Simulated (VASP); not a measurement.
# WC (P-6m2) in VASP: single point with PBE

Aim: the single point of WC with PBE.

All numbers are computed with VASP 6.6.1; they aren't measurements. Logs are shortened: lines on timing, memory, paths and dates and some standing lists are left out, and cuts for length are marked.

**1. The cell of the first run**

It takes space group P-6m2 (No. 187, hexagonal). The conventional cell has a = 2.917 Å, b = 2.917 Å, c = 2.839 Å, α = 90.00°, β = 90.00°, γ = 120.00°. W (site symmetry -6m2) has 6 C at 2.20 Å and 2 W at 2.84 Å within 2.9 Å. Within 2.9 Å of C (site symmetry -6m2) lie 6 W at 2.20 Å and 2 C at 2.84 Å.

**2. Single point, PBE**

Contents of INCAR:

```
SYSTEM = WC
PREC = Accurate ; ENCUT = 600
EDIFF = 1E-6 ; ISMEAR = 0
SIGMA = 0.1 ; LREAL = .FALSE.
LASPH = .TRUE. ; NELM = 120
ALGO = Normal ; ISIF = 2
LWAVE = .FALSE. ; LCHARG = .FALSE.
GGA = PE ; NBANDS = 16
GGA_COMPAT = .FALSE.
```

Contents of KPOINTS:

```
Automatic mesh
0
G
  6 6 6
  0 0 0
```

Contents of POSCAR:

```
WC
1.0
    2.9165944300      0.0000000000      0.0000000000
   -1.4582972200      2.5258448700      0.0000000000
    0.0000000000      0.0000000000      2.8394357900
W C
1 1
Direct
    0.0000000000      0.0000000000      0.0000000000
    0.6666666700      0.3333333300      0.5000000000
```

Potentials or basis: VASP PAW PBE potentials, release 64 (W_sv, C).

Started as:

```
> cat potpaw_PBE.64/W_sv/POTCAR potpaw_PBE.64/C/POTCAR > POTCAR
> mpirun -np 1 vasp_std > vasp.out
```

OUTCAR:

```text
SYSTEM = WC
   PREC = Accurate
   ENCUT = 600
   EDIFF = 1E-6
   ISMEAR = 0
   LREAL = .FALSE.
   LASPH = .TRUE.
   NELM = 120
   ISIF = 2
   GGA = PE

 ion  position               nearest neighbor table
   1  0.000  0.000  0.000-   2 2.20   2 2.20   2 2.20   2 2.20   2 2.20   2 2.20
   2  0.667  0.333  0.500-   1 2.20   1 2.20   1 2.20   1 2.20   1 2.20   1 2.20

  LATTYP: Found a hexagonal cell.
 ALAT       =     2.9165944300
 C/A-ratio  =     0.9735449539

  Lattice vectors:

 A1 = (   2.9165944300,   0.0000000000,   0.0000000000)
 A2 = (  -1.4582972200,   2.5258448700,   0.0000000000)
 A3 = (   0.0000000000,   0.0000000000,   2.8394357900)

Analysis of symmetry for initial positions (statically):
=====================================================================
 Subroutine PRICEL returns:
 Original cell was already a primitive cell.

 Routine SETGRP: Setting up the symmetry group for a
 hexagonal supercell.

 Subroutine GETGRP returns: Found 12 space group operations
 (whereof 12 operations were pure point group operations)
 out of a pool of 24 trial point group operations.

The static configuration has the point symmetry D_3h.

Analysis of symmetry for dynamics (positions and initial velocities):
=====================================================================
 Subroutine PRICEL returns:
 Original cell was already a primitive cell.

 Routine SETGRP: Setting up the symmetry group for a
 hexagonal supercell.

 Subroutine GETGRP returns: Found 12 space group operations
 (whereof 12 operations were pure point group operations)
 out of a pool of 24 trial point group operations.

The dynamic configuration has the point symmetry D_3h.

 Subroutine INISYM returns: Found 12 space group operations
 (whereof 12 operations are pure point group operations),
 and found     1 'primitive' translations

----------------------------------------------------------------------------------------

                                     Primitive cell

  volume of cell :      20.9177

  direct lattice vectors                    reciprocal lattice vectors
     2.916594430  0.000000000  0.000000000     0.342865635  0.197953567  0.000000000
    -1.458297220  2.525844870  0.000000000     0.000000000  0.395907133  0.000000000
     0.000000000  0.000000000  2.839435790     0.000000000  0.000000000  0.352182643

  length of vectors
     2.916594430  2.916594433  2.839435790     0.395907133  0.395907133  0.352182643

  position of ions in fractional coordinates (direct lattice)
     0.000000000  0.000000000  0.000000000
     0.666666670  0.333333330  0.500000000

  ion indices of the primitive-cell ions
   primitive index   ion index
                 1           1
                 2           2

----------------------------------------------------------------------------------------

 KPOINTS: Automatic mesh

Automatic generation of k-mesh.
 Grid dimensions read from file:
 generate k-points for:    6    6    6

 Generating k-lattice:

  Cartesian coordinates                     Fractional coordinates (reciprocal lattice)
     0.057144272  0.032992261  0.000000000     0.166666667  0.000000000  0.000000000
     0.000000000  0.065984522  0.000000000     0.000000000  0.166666667  0.000000000
     0.000000000  0.000000000  0.058697107     0.000000000  0.000000000  0.166666667

  Length of vectors
     0.065984522  0.065984522  0.058697107

  Shift w.r.t. Gamma in fractional coordinates (k-lattice)
     0.000000000  0.000000000  0.000000000

 Subroutine IBZKPT returns following result:
 ===========================================

 Found     28 irreducible k-points:

 Following reciprocal coordinates:
            Coordinates               Weight
  0.000000  0.000000  0.000000      1.000000
  0.166667  0.000000  0.000000      6.000000
  0.333333  0.000000  0.000000      6.000000
  0.500000 -0.000000  0.000000      3.000000
  0.166667  0.166667  0.000000      6.000000
  0.333333  0.166667  0.000000     12.000000
[... 16 lines left out ...]
  0.166667  0.000000  0.500000      6.000000
  0.333333  0.000000  0.500000      6.000000
 [... further k-points ...]
   k-points           NKPTS =     28   k-points in BZ     NKDIM =     28   number of bands    NBANDS=     16
   number of dos      NEDOS =    301   number of ions     NIONS =      2
   total plane-waves  NPLWV =  13824
   dimension x,y,z NGX =    24 NGY =   24 NGZ =   24
   dimension x,y,z NGXF=    48 NGYF=   48 NGZF=   48
   ions per type =               1   1
   NGX,Y,Z   is equivalent  to a cutoff of  13.68, 13.68, 14.05 a.u.
   NGXF,Y,Z  is equivalent  to a cutoff of  27.36, 27.36, 28.10 a.u.
 SYSTEM =  WC
   PREC   = accura    normal or accurate (medium, high low for compatibility)
   ISTART =      0    job   : 0-new  1-cont  2-samecut
   ICHARG =      2    charge: 1-file 2-atom 10-const
   ISPIN  =      1    spin polarized calculation?
   LNONCOLLINEAR =      F non collinear calculations
   LSORBIT =      F    spin-orbit coupling
   LASPH  =      T    aspherical Exc in radial PAW
   ENCUT  =  600.0 eV  44.10 Ry    6.64 a.u.   5.83  5.83  5.67*2*pi/ulx,y,z
   NELM   =    120;   NELMIN=  2; NELMDL= -5     # of ELM steps
   EDIFF  = 0.1E-05   stopping-criterion for ELM
   LREAL  =      F    real-space projection
   EDIFFG = 0.1E-04   stopping-criterion for IOM
   NSW    =      0    number of steps for IOM
   IBRION =     -1    ionic relax: 0-MD 1-quasi-New 2-CG
   NFREE  =      0    steps in history (QN), initial steepest desc. (CG)
   ISIF   =      2    stress and relaxation
   ISYM   =      2    0-nonsym 1-usesym 2-fastsym
   POTIM  = 0.5000    time-step for ionic-motion
   TEBEG  =    0.0;   TEEND  =   0.0 temperature during run
   PSTRESS=    0.0 pullay stress
   NELECT =      18.0000    total number of electrons
   NUPDOWN=      -1.0000    fix difference up-down
   EMIN   =  10.00;   EMAX   =-10.00  energy-range for DOS
   EFERMI =   0.00;   METHOD = LEGACY
   ISMEAR =     0;   SIGMA  =   0.10  broadening in eV -4-tet -1-fermi 0-gaus
   EFERMI_NEDOS =   21; number of points for ismear=-14 and -15
   IALGO  =     38    algorithm
   IMIX   =      4    mixing-type and parameters
     AMIX     =   0.40;   BMIX     =  1.00
     AMIX_MAG =   1.60;   BMIX_MAG =  1.00
  volume/ion in A,a.u.               =      10.46        70.58
  Fermi-wavevector in a.u.,A,eV,Ry     =   1.557139  2.942566 32.989804  2.424682
  Thomas-Fermi vector in A             =   2.660833
   LORBIT       =      0    0 simple, 1 ext, 2 COOP (PROOUT), +10 PAW based schemes
   GGA     = PE    functional components
   LHFCALC =     F    Hartree Fock is set to
   AEXX    =    0.0000 exact exchange contribution
   IVDW    =     0    specifies the selected vdW correction
   LEPSILON=     F    determine dielectric tensor
   LRPA    =     F    only Hartree local field effects (RPA)
 non-spin polarized calculation
 Gauss-broadening in eV      SIGMA  =   0.10
  energy-cutoff  :      600.00
  volume of cell :       20.92
 maximum number of plane-waves:       708
 NGX is ok and might be reduce to    24
   NGX = 11   NGY = 11   NGZ = 11

 number of electron      18.0000001 magnetization

 Free energy of the ion-electron system (eV)
  ---------------------------------------------------
  ext. energy  EPLUGINS =         0.00000000
  ---------------------------------------------------
  free energy    TOTEN  =       -22.44492079 eV

  energy without entropy =      -22.44138940  energy(sigma->0) =      -22.44315510

 E-fermi :  11.2150     XC(G=0): -13.7552

 val. band max:       11.0791946516   @ k =   0.0000   0.0000   0.0000
 cond. band min:      11.2286695351   @ k =   0.0000   0.0000   0.1667
 fundamental gap:      0.1494748835
 Fermi energy:        11.2149761833

 k-point     1 :       0.0000    0.0000    0.0000
  band No.  band energies     occupation
      1     -63.0597      2.00000
      2     -27.0363      2.00000
      3     -26.9436      2.00000
      4     -26.9436      2.00000
      5      -3.4221      2.00000
      6       6.6983      2.00000
[... 8 lines left out ...]
     15      25.2475      0.00000
     16      27.6141      0.00000

 k-point     2 :       0.1667    0.0000    0.0000
  band No.  band energies     occupation
      1     -63.0458      2.00000
      2     -27.1480      2.00000
      3     -27.0098      2.00000
      4     -26.9903      2.00000
      5      -2.7339      2.00000
      6       6.3126      2.00000
[... 8 lines left out ...]
     15      24.5919      0.00000
     16      29.0330      0.00000

 k-point     3 :       0.3333    0.0000    0.0000
  band No.  band energies     occupation
      1     -63.0181      2.00000
      2     -27.5394      2.00000
      3     -27.0824      2.00000
      4     -26.9564      2.00000
      5      -1.1406      2.00000
      6       4.7220      2.00000
[... 8 lines left out ...]
     15      25.8007      0.00000
     16      27.5527      0.00000

 k-point     4 :       0.5000   -0.0000    0.0000
  band No.  band energies     occupation
      1     -63.0042      2.00000
      2     -27.7272      2.00000
      3     -27.1278      2.00000
      4     -26.9295      2.00000
      5      -0.1101      2.00000
      6       3.9678      2.00000
[... 8 lines left out ...]
     15      23.7016      0.00000
     16      28.9481      0.00000
[... 324 lines left out ...]
 k-point    22 :       0.0000    0.0000    0.5000
  band No.  band energies     occupation
      1     -63.0196      2.00000
      2     -27.7660      2.00000
      3     -26.8771      2.00000
      4     -26.8771      2.00000
      5       0.5725      2.00000
      6       2.3686      2.00000
[... 8 lines left out ...]
     15      22.7255      0.00000
     16      28.2229      0.00000

 k-point    23 :       0.1667    0.0000    0.5000
  band No.  band energies     occupation
      1     -63.0060      2.00000
      2     -27.7255      2.00000
      3     -27.0690      2.00000
      4     -26.9207      2.00000
      5       0.3476      2.00000
      6       3.2113      2.00000
[... 8 lines left out ...]
     15      24.1889      0.00000
     16      27.7700      0.00000

 k-point    24 :       0.3333    0.0000    0.5000
  band No.  band energies     occupation
      1     -62.9789      2.00000
      2     -27.6434      2.00000
      3     -27.4383      2.00000
      4     -27.0070      2.00000
      5      -0.0760      2.00000
      6       4.4287      2.00000
[... 8 lines left out ...]
     15      24.7015      0.00000
     16      27.9730      0.00000

 [... further k-points ...]
[... 5 lines left out ...]
  --------------------------------------------------------------------------------------
  -------------------------------------------------------------------------------------
  Total        0.4874637      0.4874637      0.3822508     -0.0000000      0.0000000     -0.0000000
  in kB       37.3368869     37.3368869     29.2781862     -0.0000001      0.0000000     -0.0000000
  external PRESSURE =      34.6506533 kB  Pullay stress =       0.0000000 kB

 VOLUME and BASIS-vectors are now :
 -----------------------------------------------------------------------------
  energy-cutoff  :      600.00
  volume of cell :       20.92
      direct lattice vectors                 reciprocal lattice vectors
     2.916594430  0.000000000  0.000000000     0.342865635  0.197953567  0.000000000
    -1.458297220  2.525844870  0.000000000     0.000000000  0.395907133  0.000000000
     0.000000000  0.000000000  2.839435790     0.000000000  0.000000000  0.352182643

 POSITION                                       TOTAL-FORCE (eV/Angst)
 -----------------------------------------------------------------------------------
      0.00000      0.00000      0.00000        -0.000000     -0.000000      0.000000
      1.45830      0.84195      1.41972         0.000000      0.000000      0.000000
 -----------------------------------------------------------------------------------
    total drift:                               -0.000003      0.000002     -0.000000

  FREE ENERGIE OF THE ION-ELECTRON SYSTEM (eV)
  ---------------------------------------------------
  free  energy   TOTEN  =       -22.4449207942 eV

  energy  without entropy=      -22.4413893969  energy(sigma->0) =      -22.44315510
```

Run time: 12 s. Hardware: 1 thread of Intel Xeon 8259CL, shared host; peak memory 0.14 GiB.

Results:

```yaml
Free_energy: -22.4449 eV
Pressure: 3.5 GPa
Band_gap_on_the_k_mesh: zero (band 9 reaches 11.60 eV, above the bottom of band 10 at 10.39 eV)
```

Stress tensor (GPa, compression positive):
```
3.73 0.00 0.00
0.00 3.73 0.00
0.00 0.00 2.93
```

Caveat: the k points lie up to 0.41 Å⁻¹ apart; spin-orbit coupling is left out, which moves the levels of the heavy elements.
